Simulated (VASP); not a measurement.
Input of a VASP 6.6.1 run:

INCAR

```
PREC     = Accurate       # precision mode
ENCUT    = 500            # plane-wave cutoff, eV
EDIFF    = 1E-6           # SCF threshold, eV
ISMEAR   = -1             # smearing method
SIGMA    = 0.01           # smearing width, eV
LREAL    = F              # projectors in reciprocal space
LASPH    = T              # aspherical terms in the spheres
NELM     = 120            # most SCF steps
ALGO     = Normal         # electronic algorithm
ISIF     = 2              # what is computed and relaxed
LWAVE    = F              # write WAVECAR
LCHARG   = F              # write CHGCAR
NBANDS   = 15             # bands
GGA_COMPAT= F
```

KPOINTS

```
Automatic mesh
0
Gamma
  7 7 7
```

POSCAR

```
CsI
1.0
    4.4734758827      0.0000000000      0.0000000000
    0.0000000000      4.4734758827      0.0000000000
    0.0000000000      0.0000000000      4.4734758827
Cs I
1 1
Direct
    0.0000000000      0.0000000000      0.0000000000
    0.5000000000      0.5000000000      0.5000000000
```

Potentials or basis: VASP PAW LDA potentials, release 64 (Cs_sv, I).

Launch:

```sh
$ cat potpaw_LDA.64/Cs_sv/POTCAR potpaw_LDA.64/I/POTCAR > POTCAR
$ mpirun -np 1 vasp_std > vasp.out
```

Question: What does it give for the band gap on the k mesh?

Answer: 3.78 eV, indirect (least direct gap 3.83 eV).

Question: What does it give for the pressure?

Answer: -0.7 GPa.

Caveat: spin-orbit coupling is left out, which moves the levels of the heavy elements. A k mesh can miss the band edges.
